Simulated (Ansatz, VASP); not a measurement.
This is a calculation of BiTe for VASP 6.6.1.

File INCAR:

```
PREC = Accurate
ENCUT = 520
EDIFF = 1E-7
ISMEAR = -1
SIGMA = 0.05
LREAL = F
LASPH = T
NELM = 60
ALGO = Normal
ISIF = 2
LWAVE = F
LCHARG = F
GGA = CA
NBANDS = 18
```

File KPOINTS:

```
Automatic mesh
0
Gamma
  7 7 7
```

Contents of POSCAR:

```
BiTe
1.0
    2.4227077728      1.3987509848      3.3172919545
   -2.4227077728      1.3987509848      3.3172919545
    0.0000000000     -2.7975019696      3.3172919545
Bi Te
1 1
Direct
    0.5000000000      0.5000000000      0.5000000000
    0.0000000000      0.0000000000      0.0000000000
```

Potentials or basis: VASP PAW LDA potentials, release 64 (Bi_d, Te).

Command:

```sh
$ cat potpaw_LDA.64/Bi_d/POTCAR potpaw_LDA.64/Te/POTCAR > POTCAR
$ mpirun -np 1 vasp_std > vasp.out
```

**Question.** Translate it to Ansatz 0.2.0. Potentials there: all-electron LAPW, scalar-relativistic.

**Answer.** As run (the cutoff follows the program's own potentials):

The input input.yaml:

```yaml
crystal:
  lattice:
    - [2.4227077728, 1.3987509848, 3.3172919545]
    - [-2.4227077728, 1.3987509848, 3.3172919545]
    - [0.0, -2.7975019696, 3.3172919545]
  atoms:
    - { symbol: Bi, position: [0.5, 0.5, 0.5] }
    - { symbol: Te, position: [0.0, 0.0, 0.0] }
kpoints:
  mp_grid: { grid: [7, 7, 7] }
scf:
  occupations: { method: fermi_dirac, width: 0.05 }
hamiltonian:
  xc: lda
  pseudopotentials: { kind: all_electron, lapw: { basis_error: 0.001 } }
output:
  forces: true
  stress: true
  eigenvalues: true
```

Potentials or basis: all-electron LAPW, scalar-relativistic.

The run is started by

```sh
$ ansatz run input.yaml --threads 1 --pin off --max-ram 3072MiB --backend cpu --events-out ev --progress --plain --runs-dir out
```

Both were run:

|  | VASP | Ansatz | Ansatz less VASP |
| --- | --- | --- | --- |
| gap on the k mesh at the Fermi level (eV) | none | none | - |
| pressure (GPa) | -3.4 | -3.4 | -0.03 |
| traceless stress, the component that is largest in VASP (GPa) | 0.33 | 0.36 | +0.023 |

LDA's correlation is that of Perdew and Zunger in VASP and of Perdew and Wang (1992) in Ansatz. A gap of «none» marks a metal or a gap that the smearing closes. Ansatz ran all-electron here, and VASP with PAW potentials.

Neither program's run includes spin-orbit coupling.
